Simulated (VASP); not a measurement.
# SnTe (P6_3/mmc) in VASP: notebook

SnTe is run at these levels: PBE; tasks: single point.

Everything below comes from runs of VASP 6.6.1. Logs are shortened: lines on timing, memory, paths and dates and some standing lists are left out, and cuts for length are marked.

### 1 The cell of the first run

The structure is hexagonal, space group P6_3/mmc (No. 194). Conventional cell: a = 5.388 Å, b = 5.388 Å, c = 6.424 Å, α = 90.00°, β = 90.00°, γ = 120.00°. Within 4.1 Å of Sn (site symmetry -6m2) lie 5 Te at 3.11 to 3.21 Å. Te (site symmetry -6m2) has 5 Sn at 3.11 to 3.21 Å within 4.1 Å.

### 2 Single point, PBE, non-collinear spin, zero start, spin-orbit coupling

File INCAR:

```
SYSTEM = SnTe
PREC = Accurate
ENCUT = 520
EDIFF = 1E-7
ISMEAR = -1
SIGMA = 0.02
LREAL = .FALSE.
LASPH = .TRUE.
NELM = 150
ALGO = Normal
ISIF = 2
LWAVE = .FALSE.
LCHARG = .FALSE.
MAGMOM = 0 0 0 0 0 0 0 0 0 0 0 0
LORBIT = 11
LSORBIT = .TRUE.
GGA_COMPAT = .FALSE.
LORBMOM = .TRUE.
GGA = PE
NBANDS = 54
```

File KPOINTS:

```
regular mesh
0
G
  6 6 4
  0 0 0
```

File POSCAR:

```
SnTe
1.0
    5.3879010630      0.0000000000      0.0000000000
   -2.6939505315      4.6660591936      0.0000000000
    0.0000000000      0.0000000000      6.4239308324
Sn Te
2 2
Direct
    0.3333333333      0.6666666667      0.2500000000
    0.6666666667      0.3333333333      0.7500000000
    0.6666666667      0.3333333333      0.2500000000
    0.3333333333      0.6666666667      0.7500000000
```

Potentials or basis: VASP PAW PBE potentials, release 64 (Sn_d, Te).

Launch:

```sh
$ cat potpaw_PBE.64/Sn_d/POTCAR potpaw_PBE.64/Te/POTCAR > POTCAR
$ mpirun -np 1 vasp_ncl > vasp.out
```

OUTCAR:

```text
SYSTEM = SnTe
   PREC = Accurate
   ENCUT = 520
   EDIFF = 1E-7
   ISMEAR = -1
   LREAL = .FALSE.
   LASPH = .TRUE.
   NELM = 150
   ISIF = 2
   LORBIT = 11
   LSORBIT = .TRUE.
   GGA = PE

 ion  position               nearest neighbor table
   1  0.333  0.667  0.250-   3 3.11   3 3.11   3 3.11   4 3.21   4 3.21
   2  0.667  0.333  0.750-   4 3.11   4 3.11   4 3.11   3 3.21   3 3.21
   3  0.667  0.333  0.250-   1 3.11   1 3.11   1 3.11   2 3.21   2 3.21
   4  0.333  0.667  0.750-   2 3.11   2 3.11   2 3.11   1 3.21   1 3.21

  LATTYP: Found a hexagonal cell.
 ALAT       =     5.3879010630
 C/A-ratio  =     1.1922881948

  Lattice vectors:

 A1 = (   5.3879010630,   0.0000000000,   0.0000000000)
 A2 = (  -2.6939505315,   4.6660591936,   0.0000000000)
 A3 = (   0.0000000000,   0.0000000000,   6.4239308324)

Analysis of symmetry for initial positions (statically):
=====================================================================
 Subroutine PRICEL returns:
 Original cell was already a primitive cell.

 Routine SETGRP: Setting up the symmetry group for a
 hexagonal supercell.

 Subroutine GETGRP returns: Found 24 space group operations
 (whereof 12 operations were pure point group operations)
 out of a pool of 24 trial point group operations.

The static configuration has the point symmetry D_3d.
 The point group associated with its full space group is D_6h.

Analysis of symmetry for dynamics (positions and initial velocities):
=====================================================================
 Subroutine PRICEL returns:
 Original cell was already a primitive cell.

 Routine SETGRP: Setting up the symmetry group for a
 hexagonal supercell.

 Subroutine GETGRP returns: Found 24 space group operations
 (whereof 12 operations were pure point group operations)
 out of a pool of 24 trial point group operations.

The dynamic configuration has the point symmetry D_3d.
 The point group associated with its full space group is D_6h.

Analysis of structural, dynamic, and magnetic symmetry:
=====================================================================
 Subroutine PRICEL returns:
 Original cell was already a primitive cell.

 Routine SETGRP: Setting up the symmetry group for a
 hexagonal supercell.

 Subroutine GETGRP returns: Found 24 space group operations
 (whereof 12 operations were pure point group operations)
 out of a pool of 24 trial point group operations.

The overall configuration has the point symmetry D_3d.
 The point group associated with its full space group is D_6h.

 Subroutine INISYM returns: Found 24 space group operations
 (whereof 12 operations are pure point group operations),
 and found     1 'primitive' translations
[... 1336 lines left out ...]
    total drift:                                0.000000     -0.000000      0.000000

  FREE ENERGIE OF THE ION-ELECTRON SYSTEM (eV)
  ---------------------------------------------------
  free  energy   TOTEN  =       -14.9601386499 eV

  energy  without entropy=      -14.9600747163  energy(sigma->0) =      -14.96010668

 orbital moment (x)

 # of ion     p       d       tot
 ----------------------------------------
  1        -0.000   0.000   0.000
  2         0.000   0.000   0.000
  3         0.000  -0.000   0.000
  4         0.000   0.000   0.000
 ----------------------------------------
            0.000   0.000   0.000

 orbital moment (y)

 # of ion     p       d       tot
 ----------------------------------------
  1         0.000   0.000   0.000
  2         0.000   0.000   0.000
  3        -0.000  -0.000  -0.000
  4        -0.000   0.000  -0.000
 ----------------------------------------
            0.000   0.000   0.000

 orbital moment (z)

 # of ion     p       d       tot
 ----------------------------------------
  1         0.000   0.000   0.000
  2         0.000   0.000   0.000
  3         0.000  -0.000  -0.000
  4         0.000  -0.000  -0.000
 ----------------------------------------
            0.000  -0.000  -0.000

 Spin-Orbit-Coupling matrix elements

 Ion:    1  E_soc:     -0.0980036
 l=   1
     0.0000000    -0.0094250    -0.0117123
    -0.0094250     0.0000000    -0.0094250
    -0.0117123    -0.0094250     0.0000000
 l=   2
     0.0000000    -0.0012250     0.0000000    -0.0012250    -0.0049170
    -0.0012250     0.0000000    -0.0037000    -0.0012225    -0.0012250
     0.0000000    -0.0037000     0.0000000    -0.0037000     0.0000000
    -0.0012250    -0.0012225    -0.0037000     0.0000000    -0.0012250
    -0.0049170    -0.0012250     0.0000000    -0.0012250     0.0000000
 l=   3
     0.0000000     0.0000000     0.0000000     0.0000000     0.0000000     0.0000000     0.0000000
     0.0000000     0.0000000     0.0000000     0.0000000     0.0000000     0.0000000     0.0000000
     0.0000000     0.0000000     0.0000000     0.0000000     0.0000000     0.0000000     0.0000000
     0.0000000     0.0000000     0.0000000     0.0000000     0.0000000     0.0000000     0.0000000
[... 49 lines left out ...]
 l=   2
     0.0000000    -0.0000041     0.0000000    -0.0000041     0.0000001
    -0.0000041     0.0000000    -0.0000040    -0.0000128    -0.0000041
     0.0000000    -0.0000040     0.0000000    -0.0000040     0.0000000
    -0.0000041    -0.0000128    -0.0000040     0.0000000    -0.0000041
     0.0000001    -0.0000041     0.0000000    -0.0000041     0.0000000
 l=   3
     0.0000000     0.0000000     0.0000000     0.0000000     0.0000000     0.0000000     0.0000000
     0.0000000     0.0000000     0.0000000     0.0000000     0.0000000     0.0000000     0.0000000
     0.0000000     0.0000000     0.0000000     0.0000000     0.0000000     0.0000000     0.0000000
     0.0000000     0.0000000     0.0000000     0.0000000     0.0000000     0.0000000     0.0000000
     0.0000000     0.0000000     0.0000000     0.0000000     0.0000000     0.0000000     0.0000000
     0.0000000     0.0000000     0.0000000     0.0000000     0.0000000     0.0000000     0.0000000
     0.0000000     0.0000000     0.0000000     0.0000000     0.0000000     0.0000000     0.0000000

 total charge

# of ion       s       p       d       tot
------------------------------------------
    1        1.383   0.718   9.969  12.070
    2        1.383   0.718   9.969  12.070
    3        1.387   1.963   0.022   3.372
    4        1.387   1.963   0.022   3.372
--------------------------------------------------
tot          5.540   5.362  19.982  30.884

 magnetization (x)

# of ion       s       p       d       tot
------------------------------------------
    1        0.000   0.000   0.000   0.000
    2        0.000  -0.000   0.000  -0.000
    3       -0.000   0.000   0.000  -0.000
    4        0.000   0.000   0.000   0.000
--------------------------------------------------
tot         -0.000  -0.000   0.000  -0.000

 magnetization (y)

# of ion       s       p       d       tot
------------------------------------------
    1        0.000   0.000   0.000   0.000
    2       -0.000  -0.000   0.000  -0.000
    3       -0.000  -0.000   0.000  -0.000
    4       -0.000   0.000   0.000   0.000
--------------------------------------------------
tot         -0.000  -0.000   0.000  -0.000

 magnetization (z)

# of ion       s       p       d       tot
------------------------------------------
    1        0.000   0.000   0.000   0.000
    2        0.000   0.000   0.000   0.000
    3        0.000   0.000   0.000   0.000
    4        0.000   0.000   0.000   0.000
--------------------------------------------------
tot          0.000   0.000   0.000   0.000
```

OSZICAR:

```text
N       E                     dE             d eps       ncg     rms          rms(c)
DAV:   1     0.380786129733E+03    0.38079E+03   -0.17608E+04  2330   0.162E+03
DAV:   2     0.465938509601E+02   -0.33419E+03   -0.32124E+03  2300   0.441E+02
DAV:   3    -0.111474561789E+02   -0.57741E+02   -0.55097E+02  2686   0.172E+02
DAV:   4    -0.150146376107E+02   -0.38672E+01   -0.38078E+01  2620   0.454E+01
DAV:   5    -0.151543897258E+02   -0.13975E+00   -0.13957E+00  2966   0.888E+00    0.697E+00
DAV:   6    -0.149623010905E+02    0.19209E+00   -0.26117E-01  2666   0.326E+00    0.462E+00
DAV:   7    -0.149561825722E+02    0.61185E-02   -0.12377E-01  2934   0.140E+00    0.249E+00
DAV:   8    -0.149586247733E+02   -0.24422E-02   -0.69660E-03  2624   0.498E-01    0.611E-01
DAV:   9    -0.149587341761E+02   -0.10940E-03   -0.23405E-03  2788   0.408E-01    0.287E-01
DAV:  10    -0.149596935244E+02   -0.95935E-03   -0.11293E-03  2434   0.142E-01    0.803E-02
DAV:  11    -0.149598576676E+02   -0.16414E-03   -0.66383E-05  3252   0.464E-02    0.373E-02
DAV:  12    -0.149601167790E+02   -0.25911E-03   -0.29753E-04  2404   0.546E-02    0.182E-02
DAV:  13    -0.149601320127E+02   -0.15234E-04   -0.13426E-05  2572   0.181E-02    0.483E-03
DAV:  14    -0.149601366284E+02   -0.46157E-05   -0.29206E-06  2098   0.652E-03    0.313E-03
DAV:  15    -0.149601385569E+02   -0.19285E-05   -0.26012E-06  2092   0.586E-03    0.612E-04
DAV:  16    -0.149601386499E+02   -0.93068E-07   -0.24777E-08  1746   0.104E-03
   1 F= -.14960139E+02 E0= -.14960107E+02  d E =-.639336E-04  mag=    -0.0000    -0.0000    -0.0000
```

Run time: 3 min. Hardware: 1 thread of Intel Xeon 6975P-C (Granite Rapids), shared host; peak memory 0.71 GiB.

What came out:

```yaml
Free_energy: -14.9601 eV
Pressure: 0.7 GPa
Net_moment: 0.00 μB per cell
Valence_electrons_inside_the_program's_atomic_spheres: Sn 12.07; Te 3.37
```

Stress tensor (GPa, compression positive):
```
0.62 0.00 0.00
0.00 0.62 0.00
0.00 0.00 0.78
```

Moments on the atoms (μB; x, y, z):
```
Sn  0.00 0.00 0.00
Sn  0.00 0.00 0.00
Te  0.00 0.00 0.00
Te  0.00 0.00 0.00
```

### 3 Single point, PBE

File INCAR:

```
  PREC = Accurate
  ENCUT = 520
  EDIFF = 1E-6
  ISMEAR = 0
  SIGMA = 0.01
  LREAL = False
  LASPH = True
  NELM = 100
  ALGO = Normal
  ISIF = 2
  LWAVE = False
  LCHARG = False
  GGA = PE
  NBANDS = 28
```

File KPOINTS:

```
Automatic mesh
0
Gamma
  6 6 2
```

POSCAR is that of step 2.

Potentials or basis: VASP PAW PBE potentials, release 64 (Sn_d, Te).

Launch:

```sh
$ cat potpaw_PBE.64/Sn_d/POTCAR potpaw_PBE.64/Te/POTCAR > POTCAR
$ mpirun -np 1 vasp_std > vasp.out
```

It took 66 s on 1 thread of Intel Xeon 6975P-C (Granite Rapids), shared host; peak memory 0.28 GiB.

It converged, with:

| Quantity | Value |
| --- | --- |
| Free energy | -14.2575 eV |
| Pressure | 1.0 GPa |
| Band gap on the k mesh | 0.42 eV |

Stress tensor (GPa, compression positive):
```
-0.52  0.00  0.00
 0.00 -0.52  0.00
 0.00  0.00  3.98
```

Levels at points of the mesh, in eV from the valence-band top:
```
           k point  band 16  band 17  band 18  band 19  band 20  band 21  band 22  band 23  band 24  band 25
(0.00, 0.00, 0.00)    -3.49    -3.49    -2.09    -2.09    -2.07     0.52     0.52     2.20     2.20     3.43
(0.50, 0.00, 0.00)    -4.07    -3.26    -2.49    -2.45    -0.69     1.72     2.75     3.11     3.51     3.84
(0.00, 0.00, 0.50)    -2.86    -2.86    -2.86    -1.65    -1.65     1.05     1.05     1.05     1.05     1.77
(0.50, 0.00, 0.50)    -3.40    -2.08    -2.08    -0.89    -0.89     0.56     0.56     2.28     2.28     3.29
```

Caveat: the k points lie up to 0.49 Å⁻¹ apart; spin-orbit coupling is left out, which moves the levels of the heavy elements. A k mesh can miss the band edges.
